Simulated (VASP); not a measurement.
Here is a VASP 6.6.1 calculation.

File INCAR:

```
SYSTEM = Cu
ALGO = Normal
EDIFF = 1E-6
EDIFFG = -0.01
ENCUT = 600
GGA = PE
IBRION = 2
ISIF = 3
ISMEAR = -1
LASPH = .True.
LCHARG = .False.
LREAL = .False.
LWAVE = .False.
NELM = 60
NSW = 80
PREC = Accurate
PSTRESS = 600.0
SIGMA = 0.05
```

The input KPOINTS:

```
k-points
0
Gamma
  17 17 17
  0 0 0
```

POSCAR

```
Cu
1.0
    2.3500000000      0.0000000000      0.0000000000
    0.0000000000      2.3500000000      0.0000000000
    0.0000000000      0.0000000000      2.3500000000
Cu
1
Direct
    0.0000000000      0.0000000000      0.0000000000
```

Potentials or basis: VASP PAW PBE potentials, release 64 (Cu).

Launch:

```sh
$ cat potpaw_PBE.64/Cu/POTCAR > POTCAR
$ mpirun -np 1 vasp_std > vasp.out
```

Estimate the space group after relaxing (to 0.05 Å).

Pm-3m (No. 221).

What does it give for the relaxed cell?

a = 2.187 Å, b = 2.187 Å, c = 2.187 Å, α = 90.00°, β = 90.00°, γ = 90.00°.

The path:
```tsv
step	energy change (eV)	largest force (eV/Å)	pressure (GPa)	volume (Å³)
1	0.0000	0.0000	9.40	12.98
2	5.0184	0.0000	454.65	6.70
3	0.3631	0.0000	50.21	10.77
4	0.4228	0.0000	55.85	10.59
5	0.4682	0.0000	59.73	10.47
6	0.4859	0.0000	61.50	10.42
7	0.4383	0.0000	57.21	10.55
8	0.4687	0.0000	59.85	10.47
```

Caveat: the cell is relaxed towards a set pressure, so the enthalpy falls and the energy may rise; the volume moved by over 15 % at a fixed basis, so the end points are rough.
